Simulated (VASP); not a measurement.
# HfN (I4/mmm) in VASP: a series of runs

The runs below take HfN through single point, with PBEsol.

Program: VASP 6.6.1. These are calculated values, not measurements. Logs are shortened: lines on timing, memory, paths and dates and some standing lists are left out, and cuts for length are marked.

## (1) The cell of the first run

It takes space group I4/mmm (No. 139, tetragonal). Conventional cell: a = 2.791 Å, b = 2.791 Å, c = 5.920 Å, α = 90.00°, β = 90.00°, γ = 90.00°. Hf (site symmetry 4/mmm) has 4 N at 1.97 Å within 2.6 Å. N (site symmetry 4/mmm) has 4 Hf at 1.97 Å within 2.6 Å.

## (2) Single point, PBEsol

Contents of INCAR:

```
  PREC = Accurate
  ENCUT = 520
  EDIFF = 1E-7
  ISMEAR = 0
  SIGMA = 0.15
  LREAL = F
  LASPH = T
  NELM = 100
  ALGO = Normal
  ISIF = 2
  LWAVE = F
  LCHARG = T
  GGA = PS
  LELF = T
  LVHAR = T
  NBANDS = 14
```

Contents of KPOINTS:

```
Automatic mesh
0
Gamma
  20 20 20
```

Contents of POSCAR:

```
HfN
1.0
    0.0000000000      1.9734182698      2.9601274048
    1.9734182698      0.0000000000      2.9601274048
    1.9734182698      1.9734182698      0.0000000000
Hf N
1 1
Direct
    0.0000000000      0.0000000000      0.0000000000
    0.5000000000      0.5000000000      0.5000000000
```

Potentials or basis: VASP PAW PBE potentials, release 64 (Hf_pv, N).

Started as:

```bash
$ cat potpaw_PBE.64/Hf_pv/POTCAR potpaw_PBE.64/N/POTCAR > POTCAR
$ mpirun -np 1 vasp_std > vasp.out
```

OUTCAR:

```text
PREC = Accurate
   ENCUT = 520
   EDIFF = 1E-7
   ISMEAR = 0
   LREAL = F
   LASPH = T
   NELM = 100
   ISIF = 2
   GGA = PS

 ion  position               nearest neighbor table
   1  0.000  0.000  0.000-   2 1.97   2 1.97   2 1.97   2 1.97
   2  0.500  0.500  0.500-   1 1.97   1 1.97   1 1.97   1 1.97

  LATTYP: Found a body centered tetragonal cell.
 ALAT       =     2.7908348814
 C/A-ratio  =     2.1213203436

  Lattice vectors:

 A1 = (  -1.9734182698,   0.0000000000,   2.9601274048)
 A2 = (   1.9734182698,   0.0000000000,   2.9601274048)
 A3 = (   0.0000000000,   1.9734182698,  -2.9601274048)

Analysis of symmetry for initial positions (statically):
=====================================================================
 Subroutine PRICEL returns:
 Original cell was already a primitive cell.

 Routine SETGRP: Setting up the symmetry group for a
 body centered tetragonal supercell.

 Subroutine GETGRP returns: Found 16 space group operations
 (whereof 16 operations were pure point group operations)
 out of a pool of 16 trial point group operations.

The static configuration has the point symmetry D_4h.

Analysis of symmetry for dynamics (positions and initial velocities):
=====================================================================
 Subroutine PRICEL returns:
 Original cell was already a primitive cell.

 Routine SETGRP: Setting up the symmetry group for a
 body centered tetragonal supercell.

 Subroutine GETGRP returns: Found 16 space group operations
 (whereof 16 operations were pure point group operations)
 out of a pool of 16 trial point group operations.

The dynamic configuration has the point symmetry D_4h.

 Subroutine INISYM returns: Found 16 space group operations
 (whereof 16 operations are pure point group operations),
 and found     1 'primitive' translations

----------------------------------------------------------------------------------------

                                     Primitive cell

  volume of cell :      23.0557

  direct lattice vectors                    reciprocal lattice vectors
     0.000000000  1.973418270  2.960127405    -0.253367473  0.253367473  0.168911649
     1.973418270  0.000000000  2.960127405     0.253367473 -0.253367473  0.168911649
     1.973418270  1.973418270  0.000000000     0.253367473  0.253367473 -0.168911649

  length of vectors
     3.557630380  3.557630380  2.790834881     0.396132929  0.396132929  0.396132929

  position of ions in fractional coordinates (direct lattice)
     0.000000000  0.000000000  0.000000000
     0.500000000  0.500000000  0.500000000

  ion indices of the primitive-cell ions
   primitive index   ion index
                 1           1
                 2           2

----------------------------------------------------------------------------------------

 KPOINTS: Automatic mesh

Automatic generation of k-mesh.
 Grid dimensions read from file:
 generate k-points for:   20   20   20

 Generating k-lattice:

  Cartesian coordinates                     Fractional coordinates (reciprocal lattice)
    -0.012668374  0.012668374  0.008445582     0.050000000  0.000000000  0.000000000
     0.012668374 -0.012668374  0.008445582     0.000000000  0.050000000  0.000000000
     0.012668374  0.012668374 -0.008445582    -0.000000000 -0.000000000  0.050000000

  Length of vectors
     0.019806646  0.019806646  0.019806646

  Shift w.r.t. Gamma in fractional coordinates (k-lattice)
     0.000000000  0.000000000  0.000000000

 Subroutine IBZKPT returns following result:
 ===========================================

 Found    641 irreducible k-points:

 Following reciprocal coordinates:
            Coordinates               Weight
  0.000000  0.000000  0.000000      1.000000
  0.050000  0.000000  0.000000      8.000000
  0.100000  0.000000  0.000000      8.000000
  0.150000 -0.000000  0.000000      8.000000
  0.200000  0.000000  0.000000      8.000000
  0.250000  0.000000  0.000000      8.000000
[... 16 lines left out ...]
 -0.400000  0.050000  0.000000      8.000000
 -0.350000  0.050000  0.000000      8.000000
 [... further k-points ...]
   k-points           NKPTS =    641   k-points in BZ     NKDIM =    641   number of bands    NBANDS=     14
   number of dos      NEDOS =    301   number of ions     NIONS =      2
   total plane-waves  NPLWV =  18816
   dimension x,y,z NGX =    28 NGY =   28 NGZ =   24
   dimension x,y,z NGXF=    56 NGYF=   56 NGZF=   48
   ions per type =               1   1
   NGX,Y,Z   is equivalent  to a cutoff of  13.08, 13.08, 14.30 a.u.
   NGXF,Y,Z  is equivalent  to a cutoff of  26.17, 26.17, 28.59 a.u.
 SYSTEM =  unknown system
   PREC   = accura    normal or accurate (medium, high low for compatibility)
   ISTART =      0    job   : 0-new  1-cont  2-samecut
   ICHARG =      2    charge: 1-file 2-atom 10-const
   ISPIN  =      1    spin polarized calculation?
   LNONCOLLINEAR =      F non collinear calculations
   LSORBIT =      F    spin-orbit coupling
[... 69 lines left out ...]
     10      10.3600      0.00000
     11      10.3600      0.00000
     12      12.8634      0.00000
     13      16.4040      0.00000
     14      19.4378      0.00000

 k-point     2 :       0.0500    0.0000    0.0000
  band No.  band energies     occupation
      1     -22.8907      2.00000
      2     -22.4241      2.00000
      3     -22.3609      2.00000
      4      -9.7704      2.00000
      5       3.6641      2.00000
      6       4.4387      2.00000
      7       4.8052      2.00000
      8       5.5609      2.00000
      9       6.0392      2.00000
     10      10.3631      0.00000
     11      10.4044      0.00000
     12      13.1793      0.00000
     13      16.5454      0.00000
     14      19.6560      0.00000

 k-point     3 :       0.1000    0.0000    0.0000
  band No.  band energies     occupation
      1     -22.8919      2.00000
      2     -22.5849      2.00000
      3     -22.3424      2.00000
      4      -9.5075      2.00000
      5       3.2440      2.00000
      6       4.2518      2.00000
      7       4.8343      2.00000
      8       4.9818      2.00000
      9       6.5359      2.00000
     10      10.3908      0.00000
     11      10.5354      0.00000
     12      14.0195      0.00000
     13      16.9336      0.00000
     14      20.2435      0.00000

 k-point     4 :       0.1500   -0.0000    0.0000
  band No.  band energies     occupation
      1     -22.9043      2.00000
      2     -22.8146      2.00000
      3     -22.3135      2.00000
      4      -9.0984      2.00000
      5       2.7739      2.00000
      6       3.5725      2.00000
      7       4.2390      2.00000
      8       5.2868      2.00000
      9       7.1921      1.99997
     10      10.4798      0.00000
     11      10.7464      0.00000
     12      15.1898      0.00000
     13      17.4647      0.00000
     14      20.9328      0.00000

 k-point     5 :       0.2000    0.0000    0.0000
  band No.  band energies     occupation
      1     -23.1265      2.00000
      2     -22.8817      2.00000
      3     -22.2767      2.00000
      4      -8.5777      2.00000
      5       2.2505      2.00000
      6       2.8373      2.00000
      7       3.4674      2.00000
      8       5.8182      2.00000
      9       8.0147      0.00038
     10      10.6566      0.00000
     11      11.0270      0.00000
[... 276 lines left out ...]
 k-point    22 :      -0.4500    0.0500    0.0000
  band No.  band energies     occupation
      1     -24.3084      2.00000
      2     -22.8821      2.00000
      3     -22.0988      2.00000
      4      -5.5571      2.00000
      5      -1.1588      2.00000
      6       0.7172      2.00000
      7       0.9144      2.00000
      8       9.8476      0.00000
      9      11.6212      0.00000
     10      12.6779      0.00000
     11      13.4022      0.00000
     12      14.4477      0.00000
     13      21.1445      0.00000
     14      21.1794      0.00000

 k-point    23 :      -0.4000    0.0500    0.0000
  band No.  band energies     occupation
      1     -24.2665      2.00000
      2     -22.8734      2.00000
      3     -22.1043      2.00000
      4      -5.7472      2.00000
      5      -0.9360      2.00000
      6       0.8267      2.00000
      7       0.9928      2.00000
      8       8.9160      0.00000
      9      11.7143      0.00000
     10      12.5152      0.00000
     11      13.7528      0.00000
     12      14.5030      0.00000
     13      21.0443      0.00000
     14      21.1642      0.00000

 k-point    24 :      -0.3500    0.0500    0.0000
  band No.  band energies     occupation
      1     -24.1467      2.00000
      2     -22.8665      2.00000
      3     -22.1229      2.00000
      4      -6.1904      2.00000
      5      -0.4165      2.00000
      6       1.0512      2.00000
      7       1.2242      2.00000
      8       7.9776      0.00134
      9      11.4876      0.00000
     10      12.2388      0.00000
     11      12.8798      0.00000
     12      15.5516      0.00000
     13      20.9914      0.00000
     14      21.1654      0.00000

 [... further k-points ...]

------------------------ aborting loop because EDIFF is reached ----------------------------------------

  FORCE on cell =-STRESS in cart. coord.  units (eV):
  Direction    XX          YY          ZZ          XY          YZ          ZX
  --------------------------------------------------------------------------------------
  -------------------------------------------------------------------------------------
  Total       18.6928282     18.6928282     -1.7756242      0.0000000     -0.0000000     -0.0000000
  in kB     1298.9932941   1298.9932941   -123.3908453      0.0000000     -0.0000000     -0.0000000
  external PRESSURE =     824.8652477 kB  Pullay stress =       0.0000000 kB

 VOLUME and BASIS-vectors are now :
 -----------------------------------------------------------------------------
  energy-cutoff  :      520.00
  volume of cell :       23.06
      direct lattice vectors                 reciprocal lattice vectors
     0.000000000  1.973418270  2.960127405    -0.253367473  0.253367473  0.168911649
     1.973418270  0.000000000  2.960127405     0.253367473 -0.253367473  0.168911649
     1.973418270  1.973418270  0.000000000     0.253367473  0.253367473 -0.168911649

 POSITION                                       TOTAL-FORCE (eV/Angst)
 -----------------------------------------------------------------------------------
      0.00000      0.00000      0.00000         0.000000     -0.000000      0.000000
      1.97342      1.97342      2.96013        -0.000000      0.000000     -0.000000
 -----------------------------------------------------------------------------------
    total drift:                                0.000000      0.000000      0.000000

  FREE ENERGIE OF THE ION-ELECTRON SYSTEM (eV)
  ---------------------------------------------------
  free  energy   TOTEN  =       -20.3155945580 eV

  energy  without entropy=      -20.3094271487  energy(sigma->0) =      -20.31251085
```

Wall time 3.7 min (1 thread of Intel Xeon Platinum 8259CL at 2.50GHz (Skylake/Cascade Lake), shared host); peak memory 0.33 GiB.

What came out:

- Free energy: -20.3156 eV
- Pressure: 82.5 GPa

Caveat: the PAW data sets were made with another functional, which shifts forces and pressure a little; spin-orbit coupling is left out, which moves the levels of the heavy elements.

## (3) Single point, PBEsol

This run uses another cell than the first one, of the same volume but with other edges.

Contents of INCAR:

```
SYSTEM = HfN
PREC     = Accurate       ! precision mode
ENCUT    = 520            ! plane-wave cutoff, eV
EDIFF    = 1E-6           ! SCF threshold, eV
ISMEAR   = 0              ! smearing method
SIGMA    = 0.15           ! smearing width, eV
LREAL    = .FALSE.        ! projectors in reciprocal space
LASPH    = .TRUE.         ! aspherical terms in the spheres
NELM     = 100            ! most SCF steps
ALGO     = Normal         ! electronic algorithm
ISIF     = 2              ! what is computed and relaxed
LWAVE    = .FALSE.        ! write WAVECAR
LCHARG   = .FALSE.        ! write CHGCAR
GGA      = PS             ! functional
NBANDS   = 14             ! bands
```

Contents of KPOINTS:

```
regular mesh
0
G
  20 20 20
  0 0 0
```

Contents of POSCAR:

```
HfN
1.0
    0.0000000000      2.2899490513      2.1983510893
    2.2899490513      0.0000000000      2.1983510893
    2.2899490513      2.2899490513      0.0000000000
Hf N
1 1
Direct
    0.0000000000      0.0000000000      0.0000000000
    0.5000000000      0.5000000000      0.5000000000
```

Potentials or basis: VASP PAW PBE potentials, release 64 (Hf_pv, N).

Started as:

```bash
$ cat potpaw_PBE.64/Hf_pv/POTCAR potpaw_PBE.64/N/POTCAR > POTCAR
$ mpirun -np 1 vasp_std > vasp.out
```

It took 97 s on 1 thread of Intel Xeon Platinum 8259CL at 2.50GHz (Skylake/Cascade Lake), shared host; peak memory 0.32 GiB.

It converged, with:

```yaml
Free_energy: -22.9489 eV
Pressure: -4.1 GPa
```

Stress tensor (GPa, compression positive):
```
-11.15   0.00   0.00
  0.00 -11.15   0.00
  0.00   0.00  10.07
```

Levels at points of the mesh, in eV from the Fermi level:
| k point | band 5 | band 6 | band 7 | band 8 | band 9 | band 10 | band 11 | band 12 |
| --- | --- | --- | --- | --- | --- | --- | --- | --- |
| (0.00, 0.00, 0.00) | -3.06 | -3.06 | -2.85 | -0.52 | -0.52 | -0.07 | 1.22 | 1.63 |
| (0.50, 0.00, 0.00) | -8.91 | -6.21 | -6.19 | 3.25 | 3.64 | 3.88 | 4.38 | 8.38 |
| (0.50, 0.50, 0.00) | -5.09 | -3.93 | -3.79 | -3.79 | 4.10 | 5.53 | 5.53 | 5.57 |
| (0.50, 0.00, 0.50) | -5.54 | -3.80 | -3.70 | -3.49 | 3.89 | 5.25 | 5.79 | 5.82 |

Caveat: the PAW data sets were made with another functional, which shifts forces and pressure a little; spin-orbit coupling is left out, which moves the levels of the heavy elements.

## (4) Single point, PBEsol

This run uses another cell than the first one, of the same volume but with other edges.

Contents of INCAR:

```
SYSTEM = HfN
  PREC = Accurate
  ENCUT = 520
  EDIFF = 1E-6
  ISMEAR = 0
  SIGMA = 0.15
  LREAL = .FALSE.
  LASPH = .TRUE.
  NELM = 80
  ALGO = Normal
  ISIF = 2
  LWAVE = .FALSE.
  LCHARG = .TRUE.
  GGA = PS
  LELF = .TRUE.
  LVHAR = .TRUE.
  NBANDS = 14
```

Contents of KPOINTS:

```
Automatic mesh
0
G
  20 20 20
  0 0 0
```

Contents of POSCAR:

```
HfN
1.0
    0.0000000000      2.5357694169      1.7927889778
    2.5357694169      0.0000000000      1.7927889778
    2.5357694169      2.5357694169      0.0000000000
Hf N
1 1
Direct
    0.0000000000      0.0000000000      0.0000000000
    0.5000000000      0.5000000000      0.5000000000
```

Started as:

```bash
$ cat potpaw_PBE.64/Hf_pv/POTCAR potpaw_PBE.64/N/POTCAR > POTCAR
$ mpirun -np 1 vasp_std > vasp.out
```

It took 63 s on 1 thread of Intel Xeon 6975P-C (Granite Rapids), shared host; peak memory 0.33 GiB.

Results (log left out):

| Property | Result |
| --- | --- |
| Free energy | -18.5920 eV |
| Pressure | 88.3 GPa |

Stress tensor (GPa, compression positive):
```
-17.33   0.00   0.00
  0.00 -17.33   0.00
  0.00   0.00 299.49
```

Levels at points of the mesh, in eV from the Fermi level:
| k point | band 5 | band 6 | band 7 | band 8 | band 9 | band 10 |
| --- | --- | --- | --- | --- | --- | --- |
| (0.00, 0.00, 0.00) | -3.72 | -3.72 | -3.14 | -0.61 | -0.61 | -0.42 |
| (0.50, 0.00, 0.00) | -8.97 | -7.45 | -7.24 | 2.07 | 3.74 | 5.36 |
| (0.50, 0.50, 0.00) | -4.65 | -4.65 | -4.37 | -0.93 | 4.80 | 4.80 |
| (0.50, 0.00, 0.50) | -6.16 | -3.98 | -2.58 | -0.24 | 0.29 | 3.66 |

Caveat: the PAW data sets were made with another functional, which shifts forces and pressure a little; spin-orbit coupling is left out, which moves the levels of the heavy elements.

## (5) Single point, PBEsol

This run uses another cell than the first one, of the same volume but with other edges.

Contents of INCAR:

```
  PREC = Accurate
  ENCUT = 520
  EDIFF = 1E-6
  ISMEAR = 0
  SIGMA = 0.15
  LREAL = F
  LASPH = T
  NELM = 80
  ALGO = Normal
  ISIF = 2
  LWAVE = F
  LCHARG = F
  GGA = PS
  NBANDS = 14
```

Contents of KPOINTS:

```
Automatic mesh
0
Gamma
  20 20 20
```

Contents of POSCAR:

```
HfN
1.0
    0.0000000000      2.0126415200      2.8458751093
    2.0126415200      0.0000000000      2.8458751093
    2.0126415200      2.0126415200      0.0000000000
Hf N
1 1
Direct
    0.0000000000      0.0000000000      0.0000000000
    0.5000000000      0.5000000000      0.5000000000
```

Started as:

```bash
$ cat potpaw_PBE.64/Hf_pv/POTCAR potpaw_PBE.64/N/POTCAR > POTCAR
$ mpirun -np 1 vasp_std > vasp.out
```

It took 84 s on 1 thread of Intel Xeon 6975P-C (Granite Rapids), shared host; peak memory 0.34 GiB.

The run converged. Its results:

```yaml
Free_energy: -21.0377 eV
Pressure: 60.9 GPa
```

Stress tensor (GPa, compression positive):
```
 98.90   0.00   0.00
  0.00  98.90   0.00
  0.00   0.00 -15.04
```

Levels at points of the mesh, in eV from the Fermi level:
```csv
k point,band 4,band 5,band 6,band 7,band 8,band 9,band 10,band 11
"(0.00, 0.00, 0.00)",-17.46,-3.43,-3.23,-2.30,-2.07,-2.07,2.16,2.16
"(0.50, 0.00, 0.00)",-13.55,-8.77,-6.79,-6.55,3.31,3.66,4.64,5.15
"(0.50, 0.50, 0.00)",-16.87,-6.35,-3.29,-2.26,-2.26,5.17,5.43,5.43
"(0.50, 0.00, 0.50)",-16.68,-3.86,-3.36,-3.05,-2.61,2.39,2.44,7.93
```

Caveat: the PAW data sets were made with another functional, which shifts forces and pressure a little; spin-orbit coupling is left out, which moves the levels of the heavy elements.

## (6) Summary

```tsv
cell	gap on the mesh (eV)	pressure (GPa)
a = 3.558, b = 3.558, c = 2.791 Å, angles 66.9, 66.9, 46.2°, 2 atoms	none	82.5
a = 3.174, b = 3.174, c = 3.238 Å, angles 59.3, 59.3, 61.3°, 2 atoms	none	-4.1
a = 3.106, b = 3.106, c = 3.586 Å, angles 54.7, 54.7, 70.5°, 2 atoms	none	88.3
a = 3.486, b = 3.486, c = 2.846 Å, angles 65.9, 65.9, 48.2°, 2 atoms	none	60.9
```

Alike in all rows: task single point; level PBEsol; potentials or basis VASP PAW PBE potentials, release 64 (Hf_pv, N); no spin polarisation; k mesh 20 × 20 × 20; cutoff (eV) 520; smearing gaussian 0.15 eV.

Caveats: the PAW data sets were made with another functional, which shifts forces and pressure a little; spin-orbit coupling is left out, which moves the levels of the heavy elements.

Total energies depend on the potentials used, so only differences within one code and one set of settings carry meaning.
